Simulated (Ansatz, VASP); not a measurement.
# Fe: VASP beside Ansatz

INCAR

```
PREC = Accurate ; ENCUT = 520
EDIFF = 1E-7 ; ISMEAR = -1
SIGMA = 0.05 ; LREAL = F
LASPH = T ; NELM = 150
ALGO = Normal ; ISIF = 2
LWAVE = F ; LCHARG = F
ISPIN = 2 ; MAGMOM = 2.596 2.438 2.438
LORBIT = 11 ; LMAXMIX = 4
GGA = PE ; NBANDS = 23
```

KPOINTS

```
regular mesh
0
Gamma
  12 12 17
```

POSCAR

```
Fe
1.0
    4.1801899539      0.0000000000      0.0000000000
   -2.0900949770      3.6201506927      0.0000000000
    0.0000000000      0.0000000000      2.3786398160
Fe
3
Direct
    0.0000000000      0.0000000000      0.0000000000
    0.3333333333      0.6666666667      0.5000000000
    0.6666666667      0.3333333333      0.5000000000
```

Input for Ansatz:

```yaml
crystal:
  lattice:
    - [4.1801899539, 0.0, 0.0]
    - [-2.090094977, 3.6201506927, 0.0]
    - [0.0, 0.0, 2.378639816]
  atoms:
    - { symbol: Fe, position: [0.0, 0.0, 0.0], spin: 2.596 }
    - { symbol: Fe, position: [0.3333333333, 0.6666666667, 0.5], spin: 2.438 }
    - { symbol: Fe, position: [0.6666666667, 0.3333333333, 0.5], spin: 2.438 }
hamiltonian:
  xc: pbe
  pseudopotentials:
    kind: paw
    azcp:
      Fe: "pseudopotentials/Fe.paw.azcp"
basis:
  ecutwfc: 420
  fft_grid_basis: typed
kpoints:
  mp_grid: { grid: [12, 12, 17], shift: [0, 0, 0] }
magnetization:
  spin_polarized: true
scf:
  occupations: { method: fermi_dirac, width: 0.05 }
```

Alike in both runs: task single point; functional PBE; k mesh 12 × 12 × 17; occupations fermi-dirac, width 0.05 eV; collinear spin.

|  | VASP | Ansatz |
| --- | --- | --- |
| version | VASP 6.6.1 | Ansatz 0.2.0 |
| potentials or method | VASP PAW PBE potentials, release 64 (Fe), cutoff 520 eV | plane waves (420 eV) with PAW, scalar-relativistic |
| valence electrons in the cell | 24 | 48 |

VASP gave:

* net moment per atom (μB): 2.48
* size of the moment on the site where the two differ most (μB): 2.57

Q: Which values does Ansatz return?

A: net moment per atom (μB): 2.47; size of the moment on the site where the two differ most (μB): 2.59.

Site moments also hang on the region over which each program counts them. With one functional, cell and mesh, what is left measures potentials, basis and numerics. VASP's potentials hold 24 valence electrons a cell and Ansatz's 48, so a difference there can come from the potentials and not from the codes.
